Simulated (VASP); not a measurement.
Set up this calculation in VASP 6.6.1, as the native input.

```yaml
Task: relaxation of shape and atoms at fixed volume
Functional: PBEsol
Potentials_or_basis: VASP PAW PBE potentials, release 64 (Si, Mo_sv)
Cutoff: 600 eV
k_mesh: 12 × 12 × 6
Occupations: gaussian, width 0.1 eV
Spin: no spin polarisation
Dipole_correction: no
Further_INCAR_settings: ALGO = Normal; EDIFF = 1e-06; IBRION = 2; EDIFFG = -0.01; NSW = 50; ISIF = 4
```

The structure of Si2Mo lies in POSCAR:

```
Si2Mo
1.0
    4.7283811921      0.0000000000      0.0000000000
   -2.3641905960      4.0948982311      0.0000000000
    0.0000000000      0.0000000000      6.7605402552
Si Mo
6 3
Direct
    0.1643656651      0.8356343349      0.8333333333
    0.3287313303      0.1643656651      0.1666666667
    0.8356343349      0.6712686697      0.5000000000
    0.8356343349      0.1643656651      0.8333333333
    0.6712686697      0.8356343349      0.1666666667
    0.1643656651      0.3287313303      0.5000000000
    0.5000000000      0.0000000000      0.5000000000
    0.0000000000      0.5000000000      0.1666666667
    0.5000000000      0.5000000000      0.8333333333
```

These files were run (other wordings do the same):

INCAR

```
SYSTEM = Si2Mo
  PREC = Accurate
  ENCUT = 600
  EDIFF = 1E-6
  ISMEAR = 0
  SIGMA = 0.1
  LREAL = .FALSE.
  LASPH = .TRUE.
  NELM = 60
  ALGO = Normal
  ISIF = 4
  LWAVE = .FALSE.
  LCHARG = .FALSE.
  GGA = PS
  IBRION = 2
  NSW = 50
  EDIFFG = -0.01
  KPAR = 4
```

KPOINTS

```
Automatic mesh
0
G
  12 12 6
  0 0 0
```

Potentials or basis: VASP PAW PBE potentials, release 64 (Si, Mo_sv).

Run with:

```bash
$ cat potpaw_PBE.64/Si/POTCAR potpaw_PBE.64/Mo_sv/POTCAR > POTCAR
$ mpirun -np 4 vasp_std > vasp.out
```

It gave:

```yaml
Energy_gained_by_relaxing: 0.1 meV/atom
Ionic_steps: 2
Pressure_after_relaxing: -16.8 GPa
Largest_force_after_relaxing: 0.005 eV/Å
Band_gap_on_the_k_mesh: 0.06 eV (least direct gap 0.42 eV)
```

Caveat: the PAW data sets were made with another functional, which shifts forces and pressure a little.

Wall time 5.7 min on 4 MPI ranks on Oxide Virtual Turin-like Processor, on a shared host, peak memory 0.52 GiB a rank.
